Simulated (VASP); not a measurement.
# CdSe (wurtzite type) (P6_3mc) in VASP: notebook

The runs below take CdSe (wurtzite type) through relaxation of shape and atoms at fixed volume, relaxation of cell and atoms, with PBE.

Program: VASP 6.6.1. These are calculated values, not measurements. Logs are shortened: lines on timing, memory, paths and dates and some standing lists are left out, and cuts for length are marked.

## Step 1: The cell of the first run

It takes space group P6_3mc (No. 186, hexagonal). The conventional cell has a = 3.777 Å, b = 3.777 Å, c = 6.165 Å, α = 90.00°, β = 90.00°, γ = 120.00°. Cd (site symmetry 3m) has 4 Se at 2.31 to 2.32 Å within 3.1 Å. Se (site symmetry 3m) has 4 Cd at 2.31 to 2.32 Å within 3.1 Å.

## Step 2: Relaxation of shape and atoms at fixed volume, PBE

INCAR reads:

```
PREC = Accurate
ENCUT = 600
EDIFF = 1E-6
ISMEAR = -1
SIGMA = 0.05
LREAL = F
LASPH = T
NELM = 80
ALGO = Normal
ISIF = 4
LWAVE = F
LCHARG = F
GGA = PE
IBRION = 2
NSW = 50
EDIFFG = -0.005
```

KPOINTS reads:

```
Automatic mesh
0
Gamma
  9 9 5
```

POSCAR reads:

```
CdSe
1.0
    3.7771857087      0.0000000000      0.0000000000
   -1.8885928544      3.2711387786      0.0000000000
    0.0000000000      0.0000000000      6.1654341430
Cd Se
2 2
Direct
    0.3333333333      0.6666666667      0.0001242000
    0.6666666667      0.3333333333      0.5001242000
    0.3333333333      0.6666666667      0.3758758000
    0.6666666667      0.3333333333      0.8758758000
```

Potentials or basis: VASP PAW PBE potentials, release 64 (Cd, Se).

The run is started by

```console
$ cat potpaw_PBE.64/Cd/POTCAR potpaw_PBE.64/Se/POTCAR > POTCAR
$ mpirun -np 1 vasp_std > vasp.out
```

OUTCAR:

```text
PREC = Accurate
   ENCUT = 600
   EDIFF = 1E-6
   ISMEAR = -1
   LREAL = F
   LASPH = T
   NELM = 80
   ISIF = 4
   GGA = PE
   IBRION = 2
   NSW = 50
   EDIFFG = -0.005

 ion  position               nearest neighbor table
   1  0.333  0.667  0.000-   4 2.31   4 2.31   4 2.31   3 2.32   2 3.78   2 3.78   2 3.78   2 3.78
                             2 3.78   2 3.78
   2  0.667  0.333  0.500-   3 2.31   3 2.31   3 2.31   4 2.32   1 3.78   1 3.78   1 3.78   1 3.78
                             1 3.78   1 3.78
   3  0.333  0.667  0.376-   2 2.31   2 2.31   2 2.31   1 2.32
   4  0.667  0.333  0.876-   1 2.31   1 2.31   1 2.31   2 2.32

  LATTYP: Found a hexagonal cell.
 ALAT       =     3.7771857087
 C/A-ratio  =     1.6322825030

  Lattice vectors:

 A1 = (   3.7771857087,   0.0000000000,   0.0000000000)
 A2 = (  -1.8885928544,   3.2711387786,   0.0000000000)
 A3 = (   0.0000000000,   0.0000000000,   6.1654341430)

Analysis of symmetry for initial positions (statically):
=====================================================================
 Subroutine PRICEL returns:
 Original cell was already a primitive cell.

 Routine SETGRP: Setting up the symmetry group for a
 hexagonal supercell.

 Subroutine GETGRP returns: Found 12 space group operations
 (whereof  6 operations were pure point group operations)
 out of a pool of 24 trial point group operations.

The static configuration has the point symmetry C_3v.
 The point group associated with its full space group is C_6v.

Analysis of symmetry for dynamics (positions and initial velocities):
=====================================================================
 Subroutine PRICEL returns:
 Original cell was already a primitive cell.

 Routine SETGRP: Setting up the symmetry group for a
 hexagonal supercell.

 Subroutine GETGRP returns: Found 12 space group operations
 (whereof  6 operations were pure point group operations)
 out of a pool of 24 trial point group operations.

The dynamic configuration has the point symmetry C_3v.
 The point group associated with its full space group is C_6v.

 Subroutine INISYM returns: Found 12 space group operations
 (whereof  6 operations are pure point group operations),
 and found     1 'primitive' translations

----------------------------------------------------------------------------------------

                                     Primitive cell

  volume of cell :      76.1782

  direct lattice vectors                    reciprocal lattice vectors
     3.777185709  0.000000000  0.000000000     0.264747375  0.152851968  0.000000000
    -1.888592854  3.271138779  0.000000000     0.000000000  0.305703936  0.000000000
     0.000000000  0.000000000  6.165434143     0.000000000  0.000000000  0.162194580

  length of vectors
     3.777185709  3.777185709  6.165434143     0.305703936  0.305703936  0.162194580

  position of ions in fractional coordinates (direct lattice)
     0.333333333  0.666666667  0.000124200
     0.666666667  0.333333333  0.500124200
     0.333333333  0.666666667  0.375875800
     0.666666667  0.333333333  0.875875800

  ion indices of the primitive-cell ions
   primitive index   ion index
                 1           1
                 2           2
                 3           3
                 4           4

----------------------------------------------------------------------------------------

 KPOINTS: Automatic mesh

Automatic generation of k-mesh.
 Grid dimensions read from file:
 generate k-points for:    9    9    5

 Generating k-lattice:

  Cartesian coordinates                     Fractional coordinates (reciprocal lattice)
     0.029416375  0.016983552  0.000000000     0.111111111  0.000000000  0.000000000
     0.000000000  0.033967104  0.000000000     0.000000000  0.111111111  0.000000000
     0.000000000  0.000000000  0.032438916     0.000000000  0.000000000  0.200000000

  Length of vectors
     0.033967104  0.033967104  0.032438916

  Shift w.r.t. Gamma in fractional coordinates (k-lattice)
     0.000000000  0.000000000  0.000000000

 Subroutine IBZKPT returns following result:
 ===========================================

 Found     36 irreducible k-points:

 Following reciprocal coordinates:
            Coordinates               Weight
  0.000000  0.000000  0.000000      1.000000
  0.111111  0.000000  0.000000      6.000000
  0.222222 -0.000000  0.000000      6.000000
  0.333333 -0.000000  0.000000      6.000000
  0.444444 -0.000000  0.000000      6.000000
  0.111111  0.111111  0.000000      6.000000
[... 16 lines left out ...]
  0.333333  0.222222  0.200000     24.000000
  0.333333  0.333333  0.200000      4.000000
 [... further k-points ...]
   k-points           NKPTS =     36   k-points in BZ     NKDIM =     36   number of bands    NBANDS=     22
   number of dos      NEDOS =    301   number of ions     NIONS =      4
   total plane-waves  NPLWV =  45000
   dimension x,y,z NGX =    30 NGY =   30 NGZ =   50
   dimension x,y,z NGXF=    60 NGYF=   60 NGZF=  100
   ions per type =               2   2
   NGX,Y,Z   is equivalent  to a cutoff of  13.20, 13.20, 13.48 a.u.
   NGXF,Y,Z  is equivalent  to a cutoff of  26.41, 26.41, 26.96 a.u.
 SYSTEM =  unknown system
   PREC   = accura    normal or accurate (medium, high low for compatibility)
   ISTART =      0    job   : 0-new  1-cont  2-samecut
   ICHARG =      2    charge: 1-file 2-atom 10-const
   ISPIN  =      1    spin polarized calculation?
   LNONCOLLINEAR =      F non collinear calculations
   LSORBIT =      F    spin-orbit coupling
   LASPH  =      T    aspherical Exc in radial PAW
   ENCUT  =  600.0 eV  44.10 Ry    6.64 a.u.   7.54  7.54 12.31*2*pi/ulx,y,z
   NELM   =     80;   NELMIN=  2; NELMDL= -5     # of ELM steps
   EDIFF  = 0.1E-05   stopping-criterion for ELM
   LREAL  =      F    real-space projection
   EDIFFG = -.5E-02   stopping-criterion for IOM
   NSW    =     50    number of steps for IOM
   IBRION =      2    ionic relax: 0-MD 1-quasi-New 2-CG
   NFREE  =      1    steps in history (QN), initial steepest desc. (CG)
   ISIF   =      4    stress and relaxation
   ISYM   =      2    0-nonsym 1-usesym 2-fastsym
   POTIM  = 0.5000    time-step for ionic-motion
   TEBEG  =    0.0;   TEEND  =   0.0 temperature during run
   PSTRESS=    0.0 pullay stress
   NELECT =      36.0000    total number of electrons
   NUPDOWN=      -1.0000    fix difference up-down
   EMIN   =  10.00;   EMAX   =-10.00  energy-range for DOS
   EFERMI =   0.00;   METHOD = LEGACY
   ISMEAR =    -1;   SIGMA  =   0.05  broadening in eV -4-tet -1-fermi 0-gaus
   EFERMI_NEDOS =   21; number of points for ismear=-14 and -15
   IALGO  =     38    algorithm
   IMIX   =      4    mixing-type and parameters
     AMIX     =   0.40;   BMIX     =  1.00
     AMIX_MAG =   1.60;   BMIX_MAG =  1.00
  volume/ion in A,a.u.               =      19.04       128.52
  Fermi-wavevector in a.u.,A,eV,Ry     =   1.275162  2.409707 22.123590  1.626038
  Thomas-Fermi vector in A             =   2.407890
   LORBIT       =      0    0 simple, 1 ext, 2 COOP (PROOUT), +10 PAW based schemes
   GGA     = PE    functional components
   LHFCALC =     F    Hartree Fock is set to
   AEXX    =    0.0000 exact exchange contribution
   IVDW    =     0    specifies the selected vdW correction
   LEPSILON=     F    determine dielectric tensor
   LRPA    =     F    only Hartree local field effects (RPA)
 conjugate gradient relaxation of ions
 non-spin polarized calculation
  energy-cutoff  :      600.00
  volume of cell :       76.18
 maximum number of plane-waves:      2563
 NGX is ok and might be reduce to    30
   NGX = 15   NGY = 15   NGZ = 25

--------------------------------------- Ionic step        1  -------------------------------------------

 number of electron      36.0000004 magnetization

 Free energy of the ion-electron system (eV)
  ---------------------------------------------------
  ext. energy  EPLUGINS =         0.00000000
  ---------------------------------------------------
  free energy    TOTEN  =        -5.85854608 eV

  energy without entropy =       -5.85854607  energy(sigma->0) =       -5.85854608

------------------------ aborting loop because EDIFF is reached ----------------------------------------

  FORCE on cell =-STRESS in cart. coord.  units (eV):
  Direction    XX          YY          ZZ          XY          YZ          ZX
  --------------------------------------------------------------------------------------
  -------------------------------------------------------------------------------------
  Total       27.4710975     27.4710975     27.6003184     -0.0000000      0.0000000      0.0000000
  in kB      577.7708441    577.7708441    580.4886114     -0.0000000      0.0000000      0.0000000
  external PRESSURE =     578.6767665 kB  Pullay stress =       0.0000000 kB
[... 95 lines left out ...]
  FREE ENERGIE OF THE ION-ELECTRON SYSTEM (eV)
  ---------------------------------------------------
  free  energy   TOTEN  =        -5.8602231549 eV

  energy  without entropy=       -5.8602231477  energy(sigma->0) =       -5.86022315

[... ionic steps 4 to 35 ...]

--------------------------------------- Ionic step       36  -------------------------------------------

 number of electron      36.0000000 magnetization

------------------------ aborting loop because EDIFF is reached ----------------------------------------

  FORCE on cell =-STRESS in cart. coord.  units (eV):
  Direction    XX          YY          ZZ          XY          YZ          ZX
  --------------------------------------------------------------------------------------
  -------------------------------------------------------------------------------------
  Total       20.9213976     20.9213977     20.9039989     -0.0000000      0.0000000      0.0000000
  in kB      440.0178608    440.0178626    439.6519311     -0.0000008      0.0000000      0.0000000
  external PRESSURE =     439.8958849 kB  Pullay stress =       0.0000000 kB
[... 61 lines left out ...]
  energy  without entropy=       -6.4098525800  energy(sigma->0) =       -6.41161615

--------------------------------------- Ionic step       38  -------------------------------------------

 number of electron      36.0000000 magnetization

 Free energy of the ion-electron system (eV)
  ---------------------------------------------------
  ext. energy  EPLUGINS =         0.00000000
  ---------------------------------------------------
  free energy    TOTEN  =        -6.41338033 eV

  energy without entropy =       -6.40985339  energy(sigma->0) =       -6.41161686

 E-fermi :   5.6098     XC(G=0): -10.9348

 val. band max:        5.6033415702   @ k =   0.0000   0.0000   0.2000
 cond. band min:       5.7032730939   @ k =   0.0000   0.0000   0.2000
 fundamental gap:      0.0999315237
 Fermi energy:         5.6098492738

 k-point     1 :       0.0000    0.0000    0.0000
  band No.  band energies     occupation
      1     -10.4715      2.00000
      2      -9.7149      2.00000
      3      -5.3068      2.00000
      4      -4.7735      2.00000
      5      -4.7735      2.00000
      6      -4.6602      2.00000
[... 574 lines left out ...]
      6      -4.7010      2.00000
[... 14 lines left out ...]
     21       8.4533      0.00000
     22      10.3510      0.00000

 [... further k-points ...]

------------------------ aborting loop because EDIFF is reached ----------------------------------------

  FORCE on cell =-STRESS in cart. coord.  units (eV):
  Direction    XX          YY          ZZ          XY          YZ          ZX
  --------------------------------------------------------------------------------------
  -------------------------------------------------------------------------------------
  Total       20.9087164     20.9087165     20.9180320     -0.0000001      0.0000000      0.0000000
  in kB      439.7511505    439.7511528    439.9470746     -0.0000011      0.0000000      0.0000000
  external PRESSURE =     439.8164593 kB  Pullay stress =       0.0000000 kB
[... 19 lines left out ...]
  FREE ENERGIE OF THE ION-ELECTRON SYSTEM (eV)
  ---------------------------------------------------
  free  energy   TOTEN  =        -6.4133803321 eV

  energy  without entropy=       -6.4098533911  energy(sigma->0) =       -6.41161686

 reached required accuracy - stopping structural energy minimisation
```

Wall time 18 min (1 thread of Intel Xeon Platinum 8259CL at 2.50GHz (Skylake/Cascade Lake), shared host); peak memory 0.24 GiB.

What came out:

* Free energy: -6.4134 eV
* Energy gained by relaxing: 138.7 meV/atom
* Ionic steps: 38
* Pressure after relaxing: 44.0 GPa
* Largest force after relaxing: 0.004 eV/Å
* Band gap on the k mesh: zero (bands 18 and 19 overlap by 0.14 eV)

Forces in eV/Å, atoms in the order of the input:
```
Cd   0.000  0.000 -0.004
Cd   0.000  0.000 -0.004
Se   0.000  0.000  0.004
Se   0.000  0.000  0.004
```

The path:
```tsv
step	energy change (eV)	largest force (eV/Å)	pressure (GPa)	volume (Å³)
1	0.0000	0.1097	57.87	76.18
2	-0.0016	0.0186	57.84	76.18
3	-0.0017	0.0633	57.84	76.18
4	-0.0021	0.0658	57.84	76.18
5	-0.0033	0.0734	57.82	76.18
6	-0.0061	0.0906	57.79	76.18
7	-0.0131	0.1315	57.70	76.18
8	-0.0308	0.2428	57.44	76.18
9	-0.0750	0.6046	56.61	76.18
10	-0.1146	1.9707	54.10	76.18
11	-0.1175	1.7203	54.54	76.18
12	-0.1167	1.8282	54.34	76.18
13	-0.1168	1.8322	54.34	76.18
14	-0.1172	1.8447	54.30	76.18
15	-0.1179	1.8699	54.24	76.18
16	-0.1191	1.9214	54.12	76.18
17	-0.1207	2.0283	53.86	76.18
18	-0.1201	2.2561	53.36	76.18
19	-0.1208	2.1475	53.61	76.18
20	-0.1233	2.1430	53.56	76.18
21	-0.1305	2.1292	53.46	76.18
22	-0.1449	2.1026	53.23	76.18
23	-0.1727	2.0531	52.79	76.18
24	-0.2250	1.9671	51.89	76.18
25	-0.3143	1.8501	50.02	76.18
26	-0.4175	1.8221	46.11	76.18
27	-0.2760	2.3143	38.09	76.18
28	-0.3951	2.0972	43.72	76.18
29	-0.4532	1.6505	43.73	76.18
30	-0.5478	0.4063	44.16	76.18
31	-0.5542	0.0316	44.43	76.18
32	-0.5543	0.0065	44.45	76.18
33	-0.5543	0.0062	44.43	76.18
34	-0.5545	0.0062	44.37	76.18
35	-0.5547	0.0065	44.25	76.18
36	-0.5548	0.0062	43.99	76.18
37	-0.5548	0.0061	43.99	76.18
38	-0.5548	0.0039	43.98	76.18
```

Final structure:
```yaml
crystal:
  lattice:
    - [3.43494, 0.00000, 0.00000]
    - [-1.71747, 2.97475, 0.00000]
    - [0.00000, 0.00000, 7.45524]
  atoms:
    - { symbol: Cd, position: [0.33333, 0.66667, 0.03266] }
    - { symbol: Cd, position: [0.66667, 0.33333, 0.53266] }
    - { symbol: Se, position: [0.33333, 0.66667, 0.34334] }
    - { symbol: Se, position: [0.66667, 0.33333, 0.84334] }
```

Levels at points of the mesh, in eV from the Fermi level:
| k point | band 15 | band 16 | band 17 | band 18 | band 19 | band 20 | band 21 | band 22 |
| --- | --- | --- | --- | --- | --- | --- | --- | --- |
| (0.00, 0.00, 0.00) | -0.98 | -0.85 | -0.85 | 0.10 | 0.10 | 4.53 | 5.03 | 6.29 |

Caveat: semilocal functionals underestimate gaps, and a narrow one can read as zero; a cell axis changed by over 15 % at a fixed basis, so the end point is rough.

## Step 3: Relaxation of shape and atoms at fixed volume, PBE

INCAR reads:

```
SYSTEM = CdSe
  ALGO = Normal
  EDIFF = 1E-6
  EDIFFG = -0.005
  ENCUT = 600
  GGA = PE
  IBRION = 2
  ISIF = 4
  ISMEAR = -4
  LASPH = .TRUE.
  LCHARG = .FALSE.
  LREAL = .FALSE.
  LWAVE = .FALSE.
  NELM = 80
  NSW = 50
  PREC = Accurate
  SIGMA = 0.1
```

KPOINTS reads:

```
k-points
0
G
  9 9 5
  0 0 0
```

POSCAR is that of step 2.

Potentials or basis: VASP PAW PBE potentials, release 64 (Cd, Se).

The run is started by

```console
$ cat potpaw_PBE.64/Cd/POTCAR potpaw_PBE.64/Se/POTCAR > POTCAR
$ mpirun -np 1 vasp_std > vasp.out
```

Run time: 20 min. Hardware: 1 thread of Intel Xeon Platinum 8259CL at 2.50GHz (Skylake/Cascade Lake), shared host; peak memory 0.24 GiB.

It converged, with:

```yaml
Free_energy: -6.4105 eV
Energy_gained_by_relaxing: 138.0 meV/atom
Ionic_steps: 38
Pressure_after_relaxing: 44.4 GPa
Largest_force_after_relaxing: 0.004 eV/Å
Band_gap_on_the_k_mesh: zero (bands 18 and 19 overlap by 0.08 eV)
```

Forces on the atoms (eV/Å):
```
Cd   0.000  0.000  0.004
Cd   0.000  0.000  0.004
Se   0.000  0.000 -0.004
Se   0.000  0.000 -0.004
```

The path:
```csv
step,energy change (eV),largest force (eV/Å),pressure (GPa),volume (Å³)
1,0.0000,0.1097,57.87,76.18
2,-0.0016,0.0186,57.84,76.18
3,-0.0017,0.0633,57.84,76.18
4,-0.0021,0.0658,57.84,76.18
5,-0.0033,0.0734,57.82,76.18
6,-0.0061,0.0906,57.79,76.18
7,-0.0131,0.1315,57.70,76.18
8,-0.0308,0.2428,57.44,76.18
9,-0.0750,0.6046,56.61,76.18
10,-0.1146,1.9707,54.10,76.18
11,-0.1175,1.7203,54.54,76.18
12,-0.1167,1.8282,54.34,76.18
13,-0.1168,1.8322,54.34,76.18
14,-0.1172,1.8447,54.30,76.18
15,-0.1179,1.8699,54.24,76.18
16,-0.1191,1.9214,54.12,76.18
17,-0.1207,2.0283,53.86,76.18
18,-0.1201,2.2561,53.36,76.18
19,-0.1208,2.1475,53.61,76.18
20,-0.1233,2.1430,53.56,76.18
21,-0.1305,2.1292,53.46,76.18
22,-0.1449,2.1026,53.23,76.18
23,-0.1727,2.0531,52.79,76.18
24,-0.2250,1.9670,51.89,76.18
25,-0.3143,1.8497,50.02,76.18
26,-0.4171,1.8220,46.11,76.18
27,-0.2547,2.3453,38.21,76.18
28,-0.3936,2.0909,43.78,76.18
29,-0.3977,2.0681,44.49,76.18
30,-0.4514,1.6451,44.49,76.18
31,-0.5418,0.4617,44.84,76.18
32,-0.5499,0.0387,45.12,76.18
33,-0.5499,0.0013,45.14,76.18
34,-0.5502,0.0012,45.09,76.18
35,-0.5508,0.0007,44.96,76.18
36,-0.5516,0.0033,44.68,76.18
37,-0.5517,0.0039,44.14,76.18
38,-0.5519,0.0042,44.42,76.18
```

Final structure:
```xyz
4
Lattice="3.4417 0.0000 0.0000 -1.7208 2.9806 0.0000 0.0000 0.0000 7.4260" Properties=species:S:1:pos:R:3 pbc="T T T"
Cd    0.0000    1.9871    0.2395
Cd    1.7208    0.9935    3.9525
Se    0.0000    1.9871    2.5527
Se    1.7208    0.9935    6.2657
```

Levels at points of the mesh, in eV from the Fermi level:
| k point | band 14 | band 15 | band 16 | band 17 | band 18 | band 19 | band 20 | band 21 | band 22 |
| --- | --- | --- | --- | --- | --- | --- | --- | --- | --- |
| (0.00, 0.00, 0.00) | -3.35 | -0.93 | -0.90 | -0.90 | 0.06 | 0.06 | 4.47 | 4.98 | 6.32 |

Caveat: semilocal functionals underestimate gaps, and a narrow one can read as zero; a cell axis changed by over 15 % at a fixed basis, so the end point is rough; tetrahedron occupations give inexact forces and stress in metals.

(Continued in part 2 of 2.)

The gap in the log of VASP goes by the Fermi energy; the results here count the filled bands.